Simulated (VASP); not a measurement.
# MnS (Fm-3m) in VASP: further runs, part 2 of 2

VASP 6.6.1.

**3. Single point, BLYP+D4, collinear spin, ferromagnetic start**

This run uses another cell than the first one, of 15.35 Å³/atom, 0.869 times its volume.

INCAR reads:

```
  PREC = Accurate
  ENCUT = 520
  EDIFF = 1E-6
  ISMEAR = -1
  SIGMA = 0.05
  LREAL = F
  LASPH = T
  NELM = 150
  ALGO = Normal
  ISIF = 2
  LWAVE = F
  LCHARG = T
  ISPIN = 2
  MAGMOM = 4 0
  LORBIT = 11
  LMAXMIX = 4
  GGA = B5
  ALDAX = 1.0
  AGGAX = 1.0
  AGGAC = 1.0
  ALDAC = 0.0
  IVDW = 13
  VDW_S6 = 1.0
  VDW_S8 = 2.34076671
  VDW_A1 = 0.44488865
  VDW_A2 = 4.0933009
  LELF = T
  LVHAR = T
  NBANDS = 20
```

KPOINTS reads:

```
Automatic mesh
0
Gamma
  9 9 9
```

POSCAR reads:

```
MnS
1.0
    0.0000000000      2.4853873658      2.4853873658
    2.4853873658      0.0000000000      2.4853873658
    2.4853873658      2.4853873658      0.0000000000
Mn S
1 1
Direct
    0.0000000000      0.0000000000      0.0000000000
    0.5000000000      0.5000000000      0.5000000000
```

Potentials or basis: VASP PAW PBE potentials, release 64 (Mn_pv, S).

On the command line:

```bash
> cat potpaw_PBE.64/Mn_pv/POTCAR potpaw_PBE.64/S/POTCAR > POTCAR
> mpirun -np 1 vasp_std > vasp.out
```

OUTCAR:

```text
PREC = Accurate
   ENCUT = 520
   EDIFF = 1E-6
   ISMEAR = -1
   LREAL = F
   LASPH = T
   NELM = 150
   ISIF = 2
   ISPIN = 2
   LORBIT = 11
   GGA = B5
   IVDW = 13

 ion  position               nearest neighbor table
   1  0.000  0.000  0.000-   2 2.49   2 2.49   2 2.49   2 2.49   2 2.49   2 2.49
   2  0.500  0.500  0.500-   1 2.49   1 2.49   1 2.49   1 2.49   1 2.49   1 2.49

  LATTYP: Found a face centered cubic cell.
 ALAT       =     4.9707747316

  Lattice vectors:

 A1 = (   0.0000000000,   2.4853873658,   2.4853873658)
 A2 = (   2.4853873658,   0.0000000000,   2.4853873658)
 A3 = (   2.4853873658,   2.4853873658,   0.0000000000)

Analysis of symmetry for initial positions (statically):
=====================================================================
 Subroutine PRICEL returns:
 Original cell was already a primitive cell.

 Routine SETGRP: Setting up the symmetry group for a
 face centered cubic supercell.

 Subroutine GETGRP returns: Found 48 space group operations
 (whereof 48 operations were pure point group operations)
 out of a pool of 48 trial point group operations.

The static configuration has the point symmetry O_h .

Analysis of symmetry for dynamics (positions and initial velocities):
=====================================================================
 Subroutine PRICEL returns:
 Original cell was already a primitive cell.

 Routine SETGRP: Setting up the symmetry group for a
 face centered cubic supercell.

 Subroutine GETGRP returns: Found 48 space group operations
 (whereof 48 operations were pure point group operations)
 out of a pool of 48 trial point group operations.

The dynamic configuration has the point symmetry O_h .

Analysis of structural, dynamic, and magnetic symmetry:
=====================================================================
 Subroutine PRICEL returns:
 Original cell was already a primitive cell.

 Routine SETGRP: Setting up the symmetry group for a
[... 148 lines left out ...]
  ext. energy  EPLUGINS =         0.00000000
  ---------------------------------------------------
  free energy    TOTEN  =       -12.39586607 eV

  energy without entropy =      -12.38467079  energy(sigma->0) =      -12.39026843

 E-fermi :   8.6632     XC(G=0): -10.7482

 val. band max:        8.6604395325   @ k =   0.1111   0.0000   0.0000
 cond. band min:       8.6748242168   @ k =   0.2222   0.2222   0.0000
 fundamental gap:      0.0143846842
 Fermi energy:         8.6632162689

 spin component 1

 k-point     1 :       0.0000    0.0000    0.0000
  band No.  band energies     occupation
      1     -41.4740      1.00000
      2     -41.4740      1.00000
      3     -41.4740      1.00000
      4      -6.8439      1.00000
      5       5.4523      1.00000
      6       5.4523      1.00000
[... 541 lines left out ...]
     19      24.3149      0.00000
     20      24.3149      0.00000

 [... further k-points ...]

 spin component 2

 k-point     1 :       0.0000    0.0000    0.0000
  band No.  band energies     occupation
      1     -37.6355      1.00000
      2     -37.6355      1.00000
      3     -37.6355      1.00000
      4      -6.6574      1.00000
      5       6.7426      1.00000
      6       6.7426      1.00000
[... 541 lines left out ...]
     19      24.6996      0.00000
     20      24.6996      0.00000

 [... further k-points ...]

------------------------ aborting loop because EDIFF is reached ----------------------------------------

  DFT-D4 for vdW energy calculation

  Edisp (eV):   -1.76657

  FORCE on cell =-STRESS in cart. coord.  units (eV):
  Direction    XX          YY          ZZ          XY          YZ          ZX
  --------------------------------------------------------------------------------------
  -------------------------------------------------------------------------------------
  Total      -0.00081    -0.00081    -0.00081     0.00000     0.00000     0.00000
  in kB      -0.04204    -0.04204    -0.04204     0.00000     0.00000     0.00000
  external pressure =       -0.04 kB  Pullay stress =        0.00 kB

 VOLUME and BASIS-vectors are now :
 -----------------------------------------------------------------------------
  energy-cutoff  :      520.00
  volume of cell :       30.71
      direct lattice vectors                 reciprocal lattice vectors
     0.000000000  2.485387366  2.485387366    -0.201175884  0.201175884  0.201175884
     2.485387366  0.000000000  2.485387366     0.201175884 -0.201175884  0.201175884
     2.485387366  2.485387366  0.000000000     0.201175884  0.201175884 -0.201175884

 POSITION                                       TOTAL-FORCE (eV/Angst)
 -----------------------------------------------------------------------------------
      0.00000      0.00000      0.00000         0.000000      0.000000      0.000000
      2.48539      2.48539      2.48539         0.000000      0.000000     -0.000000
 -----------------------------------------------------------------------------------
    total drift:                               -0.000000      0.000000      0.000000

  FREE ENERGIE OF THE ION-ELECTRON SYSTEM (eV)
  ---------------------------------------------------
  free  energy   TOTEN  =       -14.1624356306 eV

  energy  without entropy=      -14.1512403478  energy(sigma->0) =      -14.15683799

 total charge

# of ion       s       p       d       tot
------------------------------------------
    1        0.241   6.204   5.069  11.514
    2        1.342   2.446   0.000   3.788
--------------------------------------------------
tot          1.582   8.650   5.069  15.301

 magnetization (x)

# of ion       s       p       d       tot
------------------------------------------
    1        0.046   0.034   3.643   3.723
    2        0.026   0.039   0.000   0.065
--------------------------------------------------
tot          0.072   0.073   3.643   3.788
```

OSZICAR:

```text
N       E                     dE             d eps       ncg     rms          rms(c)
DAV:   1     0.161551702063E+03    0.16155E+03   -0.10300E+04  2808   0.102E+03
DAV:   2    -0.534291857731E+01   -0.16689E+03   -0.15715E+03  2892   0.296E+02
DAV:   3    -0.134514727119E+02   -0.81086E+01   -0.80050E+01  3228   0.704E+01
DAV:   4    -0.135450642133E+02   -0.93592E-01   -0.93522E-01  3116   0.764E+00
DAV:   5    -0.135463094550E+02   -0.12452E-02   -0.12452E-02  3200   0.924E-01    0.127E+01
DAV:   6    -0.125872417508E+02    0.95907E+00   -0.48694E+00  3120   0.283E+01    0.105E+01
DAV:   7    -0.124003862332E+02    0.18686E+00   -0.97825E-01  3072   0.143E+01    0.607E+00
DAV:   8    -0.123964157540E+02    0.39705E-02   -0.27390E-02  3056   0.147E+00    0.336E+00
DAV:   9    -0.123952612727E+02    0.11545E-02   -0.11870E-02  3248   0.972E-01    0.451E-01
DAV:  10    -0.123958896256E+02   -0.62835E-03   -0.34566E-03  3072   0.631E-01    0.127E-01
DAV:  11    -0.123958045159E+02    0.85110E-04   -0.68924E-04  3108   0.162E-01    0.880E-02
DAV:  12    -0.123958540890E+02   -0.49573E-04   -0.77743E-05  3040   0.868E-02    0.378E-02
DAV:  13    -0.123958634654E+02   -0.93764E-05   -0.90007E-06  2984   0.222E-02    0.268E-02
DAV:  14    -0.123958656776E+02   -0.22122E-05   -0.24548E-06  2968   0.125E-02    0.542E-03
DAV:  15    -0.123958660729E+02   -0.39527E-06   -0.31000E-07  1724   0.575E-03
   1 F= -.14162436E+02 E0= -.14156838E+02  d E =-.111953E-01  mag=     4.0138
```

stdout:

```text
POSCAR found type information on POSCAR MnS
 POSCAR found :  2 types and       2 ions
 scaLAPACK will be used
 -----------------------------------------------------------------------------
|                                                                             |
|                                                                             |
|     You enforced a specific xc type in the INCAR file but a different       |
|     I HOPE YOU KNOW WHAT YOU ARE DOING!                                     |
|                                                                             |
 -----------------------------------------------------------------------------

 LDA part: xc-table for (Slater(with rela. corr.)+VWN5), standard interpolation
 POSCAR, INCAR and KPOINTS ok, starting setup
 FFT: planning ... GRIDC
 FFT: planning ... GRID_SOFT
 FFT: planning ... GRID
 WAVECAR not read
 entering main loop
```

Wall time 54 s (1 thread of Intel Xeon Platinum 8259CL at 2.50GHz (Skylake/Cascade Lake), shared host); peak memory 0.19 GiB.

Results:

```yaml
Free_energy: -14.1624 eV
Pressure: 0.0 GPa
Net_moment: 4.01 μB per cell
Site_moments: Mn +3.72; S +0.07 μB
Valence_electrons_inside_the_program's_atomic_spheres: Mn 11.51; S 3.79
Dispersion_energy_per_atom: -0.883 eV
```

Caveat: the PAW data sets were made with another functional, which shifts forces and pressure a little; a cell with one magnetic atom can't hold antiferromagnetic order, which such compounds often take; semilocal functionals often make such compounds metallic where correlation or magnetic order opens a gap, which also shifts bond lengths; pairwise dispersion overbinds metals, which lowers pressure and volume.

**4. Single point, revPBE, collinear spin, ferromagnetic start**

INCAR reads:

```
PREC     = Accurate       # precision mode
ENCUT    = 520            # plane-wave cutoff, eV
EDIFF    = 1E-6           # SCF threshold, eV
ISMEAR   = -1             # smearing method
SIGMA    = 0.05           # smearing width, eV
LREAL    = False          # projectors in reciprocal space
LASPH    = True           # aspherical terms in the spheres
NELM     = 150            # most SCF steps
ALGO     = Normal         # electronic algorithm
ISIF     = 2              # what is computed and relaxed
LWAVE    = False          # write WAVECAR
LCHARG   = True           # write CHGCAR
ISPIN    = 2              # spin polarisation
MAGMOM   = 4 0            # initial moments
LORBIT   = 11             # projections on sites
LMAXMIX  = 4              # l up to which the mixer works
GGA      = RE             # functional
LELF     = True           # ELF
LVHAR    = True         
NBANDS   = 20             # bands
```

KPOINTS reads:

```
regular mesh
0
Gamma
  9 9 9
```

POSCAR reads:

```
MnS
1.0
    0.0000000000      2.6045000000      2.6045000000
    2.6045000000      0.0000000000      2.6045000000
    2.6045000000      2.6045000000      0.0000000000
Mn S
1 1
Direct
    0.0000000000      0.0000000000      0.0000000000
    0.5000000000      0.5000000000      0.5000000000
```

On the command line:

```bash
> cat potpaw_PBE.64/Mn_pv/POTCAR potpaw_PBE.64/S/POTCAR > POTCAR
> mpirun -np 1 vasp_std > vasp.out
```

Run time: 49 s. Hardware: 1 thread of Intel Xeon Platinum 8259CL at 2.50GHz (Skylake/Cascade Lake), shared host; peak memory 0.19 GiB.

Results (log left out):

* Free energy: -13.5432 eV
* Pressure: -0.3 GPa
* Net moment: 4.76 μB per cell
* Site moments: Mn +4.29; S +0.11 μB
* Valence electrons inside the program's atomic spheres: Mn 11.29; S 3.75

Levels at points of the mesh, in eV from the Fermi level:
Spin up:
```csv
k point,band 8,band 9,band 10,band 11,band 12,band 13,band 14,band 15,band 16,band 17
"(0.00, 0.00, 0.00)",-3.35,-3.35,-1.89,-1.89,-1.89,1.75,8.55,8.55,8.55,10.64
```
Spin down:
```tsv
k point	band 5	band 6	band 7	band 8	band 9	band 10
(0.00, 0.00, 0.00)	-1.67	-1.67	-1.67	0.39	0.39	0.39
```

Caveat: the PAW data sets were made with another functional, which shifts forces and pressure a little; a cell with one magnetic atom can't hold antiferromagnetic order, which such compounds often take; semilocal functionals often make such compounds metallic where correlation or magnetic order opens a gap, which also shifts bond lengths. With open d or f shells a metallic result of revPBE can be an artefact of self-interaction; +U or a hybrid may open a gap.

**5. Summary**

```csv
level,cell,smearing,gap on the mesh (eV),pressure (GPa),moment (μB)
PBE,"a = 3.683 Å, angles 60.0°, 2 atoms",gaussian 0.02 eV,none,-2.8,4.72
BLYP+D4,"a = 3.515 Å, angles 60.0°, 2 atoms",fermi-dirac 0.05 eV,none,0.0,4.01
revPBE,"a = 3.683 Å, angles 60.0°, 2 atoms",fermi-dirac 0.05 eV,none,-0.3,4.76
```

Alike in all rows: task single point; potentials or basis VASP PAW PBE potentials, release 64 (Mn_pv, S); spin collinear, ferromagnetic start; k mesh 9 × 9 × 9; cutoff (eV) 520.

Caveats: a cell with one magnetic atom can't hold antiferromagnetic order, which such compounds often take; semilocal functionals often make such compounds metallic where correlation or magnetic order opens a gap, which also shifts bond lengths; the PAW data sets were made with another functional, which shifts forces and pressure a little (some runs); pairwise dispersion overbinds metals, which lowers pressure and volume (some runs).

Absolute energies hang on the potentials; compare differences alone.
